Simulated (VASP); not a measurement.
# W: relaxation of cell and atoms with PBE

Crystal: W.

```xyz
1
Lattice="-1.3378 1.3378 1.3378 1.3378 -1.3378 1.3378 1.3378 1.3378 -1.3378" Properties=species:S:1:pos:R:3 pbc="T T T"
W     0.0000    0.0000    0.0000
```

```yaml
Program: VASP 6.6.1
Task: relaxation of cell and atoms
Functional: PBE
Potentials_or_basis: VASP PAW PBE potentials, release 64 (W_sv)
Cutoff: 600 eV
k_mesh: 20 × 20 × 20
Occupations: fermi-dirac, width 0.05 eV
Spin: no spin polarisation
Target_pressure: 430 GPa
Dipole_correction: no
Further_INCAR_settings: ALGO = Normal; EDIFF = 1e-06; IBRION = 2; EDIFFG = -0.005; NSW = 60; ISIF = 3
```

| Quantity | Value |
| --- | --- |
| Relaxed volume | 9.75 Å³/atom |
| Relaxed cell | a = 2.331 Å, b = 2.331 Å, c = 2.331 Å, α = 109.47°, β = 109.47°, γ = 109.47° |
| Space group after relaxing (to 0.05 Å) | Im-3m (No. 229) |
| Energy change on relaxing (the enthalpy is what falls) | -484.9 meV/atom |
| Ionic steps | 12 |
| Pressure after relaxing | 430.1 GPa |
| Band gap on the k mesh | zero (band 7 reaches 29.55 eV, above the bottom of band 8 at 17.40 eV) |

The path:
```tsv
step	energy change (eV)	largest force (eV/Å)	pressure (GPa)	volume (Å³)
1	0.0000	0.0000	462.40	9.58
2	-4.9126	0.0000	131.73	12.52
3	-0.5775	0.0000	423.92	9.79
4	-0.4875	0.0000	429.79	9.75
5	-0.4780	0.0000	430.44	9.75
6	-0.4791	0.0000	430.45	9.75
7	-0.4825	0.0000	430.20	9.75
8	-0.4825	0.0000	430.17	9.75
9	-0.4827	0.0000	430.16	9.75
10	-0.4830	0.0000	430.15	9.75
11	-0.4836	0.0000	430.12	9.75
12	-0.4849	0.0000	430.08	9.75
```

Final structure:
```
W
1.0
    -1.34583    1.34583    1.34583
     1.34583   -1.34583    1.34583
     1.34583    1.34583   -1.34583
W
1
Direct
  0.00000 0.00000 0.00000
```

Levels at points of the mesh, in eV from the Fermi level:
```csv
k point,band 5,band 6,band 7,band 8,band 9,band 10
"(0.00, 0.00, 0.00)",-11.93,-2.92,-2.92,-2.92,2.89,2.89
"(0.50, 0.00, 0.00)",-10.63,-7.27,3.52,4.11,5.18,11.49
"(0.50, 0.50, 0.50)",-11.55,-11.55,9.23,9.23,9.23,13.50
```

Wall time 54 s on 1 thread of Intel(R) Xeon(R) 6975P-C (Granite Rapids) (shared host), peak memory 0.16 GiB.

Caveat: the cell is relaxed towards a set pressure, so the enthalpy falls and the energy may rise; spin-orbit coupling is left out, which moves the levels of the heavy elements.
